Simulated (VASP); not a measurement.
# Ge (Fd-3m) in VASP: notebook

The runs below take Ge through single point, relaxation of cell and atoms, with LDA, PBEsol.

Program: VASP 6.6.1. These are calculated values, not measurements. Logs are shortened: lines on timing, memory, paths and dates and some standing lists are left out, and cuts for length are marked.

**The experiment to reproduce.**

“Temperature-dependent photoluminescence in Ge: experiment and theory”, 2020, arxiv:2003.00143 reports, for a bulk crystal of Ge at 0 K: band gap 0.744 eV (indirect).

The runs below are set against these values where they give the same quantity.

## (1) The cell of the first run

It takes space group Fd-3m (No. 227, cubic). The conventional cell has a = 5.676 Å, b = 5.676 Å, c = 5.676 Å, α = 90.00°, β = 90.00°, γ = 90.00°. Within 3.2 Å of Ge (site symmetry -43m) lie 4 Ge at 2.46 Å.

## (2) Single point, LDA

File INCAR:

```
SYSTEM = Ge
  ALGO = Normal
  EDIFF = 1E-7
  ENCUT = 520
  ISIF = 2
  ISMEAR = 0
  LASPH = .True.
  LCHARG = .False.
  LREAL = .False.
  LWAVE = .False.
  NBANDS = 21
  NELM = 60
  PREC = Accurate
  SIGMA = 0.1
```

File KPOINTS:

```
k-points
0
Gamma
  14 14 14
  0 0 0
```

File POSCAR:

```
Ge
1.0
    0.0000000000      2.8378823612      2.8378823612
    2.8378823612      0.0000000000      2.8378823612
    2.8378823612      2.8378823612      0.0000000000
Ge
2
Direct
    0.0000000000      0.0000000000      0.0000000000
    0.2500000000      0.2500000000      0.2500000000
```

Potentials or basis: VASP PAW LDA potentials, release 64 (Ge_d).

Started as:

```console
cat potpaw_LDA.64/Ge_d/POTCAR > POTCAR
mpirun -np 1 vasp_std > vasp.out
```

OUTCAR:

```text
SYSTEM = Ge
   EDIFF = 1E-7
   ENCUT = 520
   ISIF = 2
   ISMEAR = 0
   LASPH = .True.
   LREAL = .False.
   NELM = 60
   PREC = Accurate

 ion  position               nearest neighbor table
   1  0.000  0.000  0.000-   2 2.46   2 2.46   2 2.46   2 2.46
   2  0.250  0.250  0.250-   1 2.46   1 2.46   1 2.46   1 2.46

  LATTYP: Found a face centered cubic cell.
 ALAT       =     5.6757647224

  Lattice vectors:

 A1 = (   0.0000000000,   2.8378823612,   2.8378823612)
 A2 = (   2.8378823612,   0.0000000000,   2.8378823612)
 A3 = (   2.8378823612,   2.8378823612,   0.0000000000)

Analysis of symmetry for initial positions (statically):
=====================================================================
 Subroutine PRICEL returns:
 Original cell was already a primitive cell.

 Routine SETGRP: Setting up the symmetry group for a
 face centered cubic supercell.

 Subroutine GETGRP returns: Found 48 space group operations
 (whereof 24 operations were pure point group operations)
 out of a pool of 48 trial point group operations.

The static configuration has the point symmetry T_d .
 The point group associated with its full space group is O_h .

Analysis of symmetry for dynamics (positions and initial velocities):
=====================================================================
 Subroutine PRICEL returns:
 Original cell was already a primitive cell.

 Routine SETGRP: Setting up the symmetry group for a
 face centered cubic supercell.

 Subroutine GETGRP returns: Found 48 space group operations
 (whereof 24 operations were pure point group operations)
 out of a pool of 48 trial point group operations.

The dynamic configuration has the point symmetry T_d .
 The point group associated with its full space group is O_h .

 Subroutine INISYM returns: Found 48 space group operations
 (whereof 24 operations are pure point group operations),
 and found     1 'primitive' translations

----------------------------------------------------------------------------------------

                                     Primitive cell

  volume of cell :      45.7102

  direct lattice vectors                    reciprocal lattice vectors
     0.000000000  2.837882361  2.837882361    -0.176187712  0.176187712  0.176187712
     2.837882361  0.000000000  2.837882361     0.176187712 -0.176187712  0.176187712
     2.837882361  2.837882361  0.000000000     0.176187712  0.176187712 -0.176187712

  length of vectors
     4.013371724  4.013371724  4.013371724     0.305166069  0.305166069  0.305166069

  position of ions in fractional coordinates (direct lattice)
     0.000000000  0.000000000  0.000000000
     0.250000000  0.250000000  0.250000000

  ion indices of the primitive-cell ions
   primitive index   ion index
                 1           1
                 2           2

----------------------------------------------------------------------------------------

 KPOINTS: k-points

Automatic generation of k-mesh.
 Grid dimensions read from file:
 generate k-points for:   14   14   14

 Generating k-lattice:

  Cartesian coordinates                     Fractional coordinates (reciprocal lattice)
    -0.012584837  0.012584837  0.012584837     0.071428571  0.000000000  0.000000000
     0.012584837 -0.012584837  0.012584837     0.000000000  0.071428571  0.000000000
     0.012584837  0.012584837 -0.012584837     0.000000000  0.000000000  0.071428571

  Length of vectors
     0.021797576  0.021797576  0.021797576

  Shift w.r.t. Gamma in fractional coordinates (k-lattice)
     0.000000000  0.000000000  0.000000000

 Subroutine IBZKPT returns following result:
 ===========================================

 Found    104 irreducible k-points:

 Following reciprocal coordinates:
            Coordinates               Weight
  0.000000  0.000000  0.000000      1.000000
  0.071429  0.000000  0.000000      8.000000
  0.142857  0.000000  0.000000      8.000000
  0.214286  0.000000  0.000000      8.000000
  0.285714  0.000000  0.000000      8.000000
  0.357143  0.000000  0.000000      8.000000
[... 16 lines left out ...]
  0.214286  0.142857  0.000000     24.000000
  0.285714  0.142857  0.000000     24.000000
 [... further k-points ...]
   k-points           NKPTS =    104   k-points in BZ     NKDIM =    104   number of bands    NBANDS=     21
   number of dos      NEDOS =    301   number of ions     NIONS =      2
   total plane-waves  NPLWV =  27000
   dimension x,y,z NGX =    30 NGY =   30 NGZ =   30
   dimension x,y,z NGXF=    60 NGYF=   60 NGZF=   60
   ions per type =               2
   NGX,Y,Z   is equivalent  to a cutoff of  12.43, 12.43, 12.43 a.u.
   NGXF,Y,Z  is equivalent  to a cutoff of  24.85, 24.85, 24.85 a.u.
 SYSTEM =  Ge
   PREC   = accura    normal or accurate (medium, high low for compatibility)
   ISTART =      0    job   : 0-new  1-cont  2-samecut
   ICHARG =      2    charge: 1-file 2-atom 10-const
   ISPIN  =      1    spin polarized calculation?
   LNONCOLLINEAR =      F non collinear calculations
   LSORBIT =      F    spin-orbit coupling
   LASPH  =      T    aspherical Exc in radial PAW
   ENCUT  =  520.0 eV  38.22 Ry    6.18 a.u.   7.46  7.46  7.46*2*pi/ulx,y,z
   NELM   =     60;   NELMIN=  2; NELMDL= -5     # of ELM steps
   EDIFF  = 0.1E-06   stopping-criterion for ELM
   LREAL  =      F    real-space projection
   EDIFFG = 0.1E-05   stopping-criterion for IOM
   NSW    =      0    number of steps for IOM
   IBRION =     -1    ionic relax: 0-MD 1-quasi-New 2-CG
   NFREE  =      0    steps in history (QN), initial steepest desc. (CG)
   ISIF   =      2    stress and relaxation
   ISYM   =      2    0-nonsym 1-usesym 2-fastsym
   POTIM  = 0.5000    time-step for ionic-motion
   TEBEG  =    0.0;   TEEND  =   0.0 temperature during run
   PSTRESS=    0.0 pullay stress
   NELECT =      28.0000    total number of electrons
   NUPDOWN=      -1.0000    fix difference up-down
   EMIN   =  10.00;   EMAX   =-10.00  energy-range for DOS
   EFERMI =   0.00;   METHOD = LEGACY
   ISMEAR =     0;   SIGMA  =   0.10  broadening in eV -4-tet -1-fermi 0-gaus
   EFERMI_NEDOS =   21; number of points for ismear=-14 and -15
   IALGO  =     38    algorithm
   IMIX   =      4    mixing-type and parameters
     AMIX     =   0.40;   BMIX     =  1.00
     AMIX_MAG =   1.60;   BMIX_MAG =  1.00
  volume/ion in A,a.u.               =      22.86       154.23
  Fermi-wavevector in a.u.,A,eV,Ry     =   1.390347  2.627374 26.300933  1.933064
  Thomas-Fermi vector in A             =   2.514291
   LORBIT       =      0    0 simple, 1 ext, 2 COOP (PROOUT), +10 PAW based schemes
   GGA     = CA    functional components
   LHFCALC =     F    Hartree Fock is set to
   AEXX    =    0.0000 exact exchange contribution
   IVDW    =     0    specifies the selected vdW correction
   LEPSILON=     F    determine dielectric tensor
   LRPA    =     F    only Hartree local field effects (RPA)
 non-spin polarized calculation
 Gauss-broadening in eV      SIGMA  =   0.10
  energy-cutoff  :      520.00
  volume of cell :       45.71
 maximum number of plane-waves:      1248
 NGX is ok and might be reduce to    30
   NGX = 15   NGY = 15   NGZ = 15

 number of electron      28.0000014 magnetization

 Free energy of the ion-electron system (eV)
  ---------------------------------------------------
  ext. energy  EPLUGINS =         0.00000000
  ---------------------------------------------------
  free energy    TOTEN  =       -10.38530529 eV

  energy without entropy =      -10.38494409  energy(sigma->0) =      -10.38512469

 E-fermi :   4.6248     XC(G=0): -10.2439

 val. band max:        4.5124739637   @ k =  -0.0714   0.0714   0.0000
 cond. band min:       4.6305194720   @ k =   0.0000   0.0000   0.0000
 fundamental gap:      0.1180455083
 Fermi energy:         4.6247951349

 k-point     1 :       0.0000    0.0000    0.0000
  band No.  band energies     occupation
      1     -20.2955      2.00000
      2     -20.2955      2.00000
      3     -20.2955      2.00000
      4     -20.2595      2.00000
      5     -20.2595      2.00000
      6     -20.0540      2.00000
[... 13 lines left out ...]
     20      14.1541      0.00000
     21      14.1541      0.00000

 k-point     2 :       0.0714    0.0000    0.0000
  band No.  band energies     occupation
      1     -20.2987      2.00000
      2     -20.2987      2.00000
      3     -20.2947      2.00000
      4     -20.2553      2.00000
      5     -20.2553      2.00000
      6     -20.0594      2.00000
[... 13 lines left out ...]
     20      13.6579      0.00000
     21      13.6579      0.00000

 k-point     3 :       0.1429    0.0000    0.0000
  band No.  band energies     occupation
      1     -20.3050      2.00000
      2     -20.3050      2.00000
      3     -20.2924      2.00000
      4     -20.2460      2.00000
      5     -20.2460      2.00000
      6     -20.0681      2.00000
[... 13 lines left out ...]
     20      13.0962      0.00000
     21      13.0962      0.00000

 k-point     4 :       0.2143    0.0000    0.0000
  band No.  band energies     occupation
      1     -20.3108      2.00000
      2     -20.3108      2.00000
      3     -20.2889      2.00000
      4     -20.2362      2.00000
      5     -20.2362      2.00000
      6     -20.0761      2.00000
[... 13 lines left out ...]
     20      12.8822      0.00000
     21      12.8822      0.00000

 k-point     5 :       0.2857    0.0000    0.0000
  band No.  band energies     occupation
      1     -20.3151      2.00000
      2     -20.3151      2.00000
      3     -20.2850      2.00000
      4     -20.2280      2.00000
      5     -20.2280      2.00000
      6     -20.0822      2.00000
[... 13 lines left out ...]
     20      13.1408      0.00000
     21      13.1408      0.00000

 k-point     6 :       0.3571    0.0000    0.0000
  band No.  band energies     occupation
      1     -20.3178      2.00000
      2     -20.3178      2.00000
      3     -20.2815      2.00000
      4     -20.2225      2.00000
      5     -20.2225      2.00000
      6     -20.0860      2.00000
[... 13 lines left out ...]
     20      13.8609      0.00000
     21      13.8609      0.00000

 k-point     7 :       0.4286    0.0000    0.0000
  band No.  band energies     occupation
      1     -20.3191      2.00000
      2     -20.3191      2.00000
      3     -20.2790      2.00000
      4     -20.2195      2.00000
      5     -20.2195      2.00000
      6     -20.0877      2.00000
[... 13 lines left out ...]
     20      14.9033      0.00000
     21      14.9033      0.00000
[... 291 lines left out ...]
      1     -20.3111      2.00000
      2     -20.3053      2.00000
      3     -20.2913      2.00000
      4     -20.2439      2.00000
      5     -20.2362      2.00000
      6     -20.0799      2.00000
[... 13 lines left out ...]
     20      12.4614      0.00000
     21      13.2135      0.00000

 k-point    21 :      -0.0714    0.0714    0.0000
  band No.  band energies     occupation
      1     -20.3045      2.00000
      2     -20.2995      2.00000
      3     -20.2949      2.00000
      4     -20.2518      2.00000
      5     -20.2470      2.00000
      6     -20.0699      2.00000
[... 13 lines left out ...]
     20      12.9248      0.00000
     21      13.4668      0.00000

 k-point    22 :       0.1429    0.1429    0.0000
  band No.  band energies     occupation
      1     -20.3034      2.00000
      2     -20.3026      2.00000
      3     -20.3026      2.00000
      4     -20.2482      2.00000
      5     -20.2312      2.00000
      6     -20.0943      2.00000
[... 13 lines left out ...]
     20      12.3650      0.00000
     21      14.4992      0.00000

 k-point    23 :       0.2143    0.1429    0.0000
  band No.  band energies     occupation
      1     -20.3116      2.00000
      2     -20.3069      2.00000
      3     -20.2977      2.00000
      4     -20.2409      2.00000
      5     -20.2195      2.00000
      6     -20.1071      2.00000
[... 13 lines left out ...]
     20      13.1391      0.00000
     21      14.4002      0.00000

 k-point    24 :       0.2857    0.1429    0.0000
  band No.  band energies     occupation
      1     -20.3197      2.00000
      2     -20.3117      2.00000
      3     -20.2897      2.00000
      4     -20.2319      2.00000
      5     -20.2091      2.00000
      6     -20.1168      2.00000
[... 13 lines left out ...]
     20      13.7679      0.00000
     21      14.4245      0.00000

 [... further k-points ...]
[... 5 lines left out ...]
  --------------------------------------------------------------------------------------
  -------------------------------------------------------------------------------------
  Total       -0.5186107     -0.5186107     -0.5186107      0.0000000      0.0000000     -0.0000000
  in kB      -18.1776988    -18.1776988    -18.1776988      0.0000000      0.0000000     -0.0000000
  external PRESSURE =     -18.1776988 kB  Pullay stress =       0.0000000 kB

 VOLUME and BASIS-vectors are now :
 -----------------------------------------------------------------------------
  energy-cutoff  :      520.00
  volume of cell :       45.71
      direct lattice vectors                 reciprocal lattice vectors
     0.000000000  2.837882361  2.837882361    -0.176187712  0.176187712  0.176187712
     2.837882361  0.000000000  2.837882361     0.176187712 -0.176187712  0.176187712
     2.837882361  2.837882361  0.000000000     0.176187712  0.176187712 -0.176187712

 POSITION                                       TOTAL-FORCE (eV/Angst)
 -----------------------------------------------------------------------------------
      0.00000      0.00000      0.00000        -0.000000     -0.000000     -0.000000
      1.41894      1.41894      1.41894         0.000000      0.000000      0.000000
 -----------------------------------------------------------------------------------
    total drift:                                0.000000      0.000000      0.000000

  FREE ENERGIE OF THE ION-ELECTRON SYSTEM (eV)
  ---------------------------------------------------
  free  energy   TOTEN  =       -10.3853052935 eV

  energy  without entropy=      -10.3849440861  energy(sigma->0) =      -10.38512469
```

Wall time 34 s (1 thread of Intel Xeon 6975P-C (Granite Rapids), shared host); peak memory 0.19 GiB.

What came out:

- Free energy: -10.3853 eV
- Pressure: -1.8 GPa
- Band gap on the k mesh: zero (filled and empty bands touch)

Levels at points of the mesh, in eV from the Fermi level:
```csv
k point,band 11,band 12,band 13,band 14,band 15,band 16,band 17,band 18
"(0.00, 0.00, 0.00)",-12.73,-0.22,0.01,0.01,0.01,2.53,2.53,2.53
"(0.50, 0.00, 0.00)",-10.66,-7.59,-1.38,-1.38,0.04,3.72,3.72,6.97
"(0.50, 0.50, 0.00)",-8.88,-8.88,-3.04,-3.04,0.68,0.68,9.34,9.34
```

## (3) Single point, PBEsol

File INCAR:

```
SYSTEM = Ge
PREC = Accurate
ENCUT = 520
EDIFF = 1E-7
ISMEAR = 0
SIGMA = 0.1
LREAL = .FALSE.
LASPH = .TRUE.
NELM = 60
ALGO = Normal
ISIF = 2
LWAVE = .FALSE.
LCHARG = .FALSE.
GGA = PS
NBANDS = 21
ISYM = 0
```

File KPOINTS:

```
Automatic mesh
0
G
  9 9 11
  0 0 0
```

File POSCAR:

```
Ge
1.0
    4.0133717230      0.0000000000      0.0000000000
   -2.0066858615      3.4756818669      0.0000000000
    2.0066858615      1.1585606223      3.2769042898
Ge
2
Direct
    0.0000000000      0.0000000000      0.0000000000
    0.5000000000      0.7500000000      0.7500000000
```

Potentials or basis: VASP PAW PBE potentials, release 64 (Ge_d).

Started as:

```console
cat potpaw_PBE.64/Ge_d/POTCAR > POTCAR
mpirun -np 1 vasp_std > vasp.out
```

Run time: 2.9 min. Hardware: 1 thread of Intel Xeon 6975P-C (Granite Rapids), shared host; peak memory 0.42 GiB.

The run converged. Its results:

| Item | Value |
| --- | --- |
| Free energy | -9.8711 eV |
| Pressure | -0.1 GPa |
| Band gap on the k mesh | zero (filled and empty bands touch) |

Levels at points of the mesh, in eV from the Fermi level:
| k point | band 10 | band 11 | band 12 | band 13 | band 14 | band 15 | band 16 | band 17 | band 18 | band 19 |
| --- | --- | --- | --- | --- | --- | --- | --- | --- | --- | --- |
| (0.00, 0.00, 0.00) | -24.50 | -12.73 | -0.10 | -0.01 | -0.01 | -0.01 | 2.52 | 2.52 | 2.52 | 6.19 |

Caveat: the PAW data sets were made with another functional, which shifts forces and pressure a little.

## (4) Relaxation of cell and atoms, PBEsol

This run uses another cell than the first one, of 22.64 Å³/atom, 0.991 times its volume.

File INCAR:

```
ALGO = Normal ; EDIFF = 1E-6
EDIFFG = -0.005 ; ENCUT = 600
GGA = PS ; IBRION = 2
ISIF = 3 ; ISMEAR = 0
LASPH = T ; LCHARG = F
LREAL = F ; LWAVE = F
NELM = 80 ; NSW = 100
PREC = Accurate ; SIGMA = 0.1
```

File KPOINTS:

```
k-points
0
Gamma
  14 14 14
```

File POSCAR:

```
Ge
1.0
    0.0000000000      2.8289100000      2.8289100000
    2.8289100000      0.0000000000      2.8289100000
    2.8289100000      2.8289100000      0.0000000000
Ge
2
Direct
    0.0000000000      0.0000000000      0.0000000000
    0.2500000000      0.2500000000      0.2500000000
```

Started as:

```console
cat potpaw_PBE.64/Ge_d/POTCAR > POTCAR
mpirun -np 1 vasp_std > vasp.out
```

It took 58 s on 1 thread of Intel Xeon 6975P-C (Granite Rapids), shared host; peak memory 0.24 GiB.

It converged, with:

- Free energy: -9.8747 eV
- Relaxed volume: 22.85 Å³/atom
- Relaxed cell: a = 4.013 Å, b = 4.013 Å, c = 4.013 Å, α = 60.00°, β = 60.00°, γ = 60.00°
- Space group after relaxing (to 0.05 Å): Fd-3m (No. 227)
- Energy gained by relaxing: 0.4 meV/atom
- Ionic steps: 3
- Pressure after relaxing: 0.0 GPa
- Band gap on the k mesh: zero (filled and empty bands touch)

The path:
```
step  energy change (eV)  largest force (eV/Å)  pressure (GPa)  volume (Å³)
   1              0.0000                0.0000            0.59        45.28
   2             -0.0007                0.0000           -0.10        45.83
   3             -0.0007                0.0000           -0.03        45.70
```

Final structure:
```
CELL_PARAMETERS angstrom
0.00000 2.83774 2.83774
2.83774 0.00000 2.83774
2.83774 2.83774 0.00000
ATOMIC_POSITIONS crystal
Ge 0.00000 0.00000 0.00000
Ge 0.25000 0.25000 0.25000
```

Levels at points of the mesh, in eV from the Fermi level:
```
           k point  band 11  band 12  band 13  band 14  band 15  band 16  band 17  band 18
(0.00, 0.00, 0.00)   -12.74    -0.11    -0.02    -0.02    -0.02     2.51     2.51     2.51
(0.50, 0.00, 0.00)   -10.67    -7.60    -1.41    -1.41     0.08     3.69     3.69     6.94
(0.50, 0.50, 0.00)    -8.88    -8.88    -3.07    -3.07     0.66     0.66     9.40     9.40
```

Caveat: the PAW data sets were made with another functional, which shifts forces and pressure a little. Zero-point motion and thermal expansion aren't in these numbers.

## (5) The runs side by side

| task | level | potentials or basis | cell | k mesh | cutoff (eV) | gap on the mesh (eV) | pressure (GPa) |
| --- | --- | --- | --- | --- | --- | --- | --- |
| single point | LDA | VASP PAW LDA potentials, release 64 (Ge_d) | a = 4.013 Å, angles 60.0°, 2 atoms | 14 × 14 × 14 | 520 | none | -1.8 |
| single point | PBEsol | VASP PAW PBE potentials, release 64 (Ge_d) | a = 4.013 Å, angles 90.0, 60.0, 120.0°, 2 atoms | 9 × 9 × 11 | 520 | none | -0.1 |
| relaxation of cell and atoms | PBEsol | VASP PAW PBE potentials, release 64 (Ge_d) | relaxed from a = 4.001 Å, angles 60.0°, 2 atoms | 14 × 14 × 14 | 600 | none | 0.0 |

Alike in all rows: no spin polarisation; smearing gaussian 0.1 eV.

Caveats: the PAW data sets were made with another functional, which shifts forces and pressure a little (some runs).

Total energies depend on the potentials used, so only differences within one code and one set of settings carry meaning.

## (6) Against experiment

Step 2. A measured gap of Ge is 0.744 eV (indirect; 0 K; “Temperature-dependent photoluminescence in Ge: experiment and theory”, 2020, arxiv:2003.00143); the calculated 0.00 eV misses it by -0.74 eV. 3 values of this kind are on record (0.666 to 0.807 eV); this one was drawn at random among those near their median. Spin-orbit coupling on Ge is left out. The value is that of LDA on a finite k mesh, which can miss the band edges, without temperature or zero-point motion. Semilocal functionals fall short of measured gaps as a rule.

Step 3. Measured gap of Ge: 0.744 eV (indirect; 0 K; “Temperature-dependent photoluminescence in Ge: experiment and theory”, 2020, arxiv:2003.00143). This calculation gives 0.00 eV (-0.74 eV). 3 values of this kind are on record (0.666 to 0.807 eV); this one was drawn at random among those near their median. Spin-orbit coupling on Ge is left out. The value is that of PBEsol on a finite k mesh, which can miss the band edges, without temperature or zero-point motion. Semilocal functionals fall short of measured gaps as a rule.
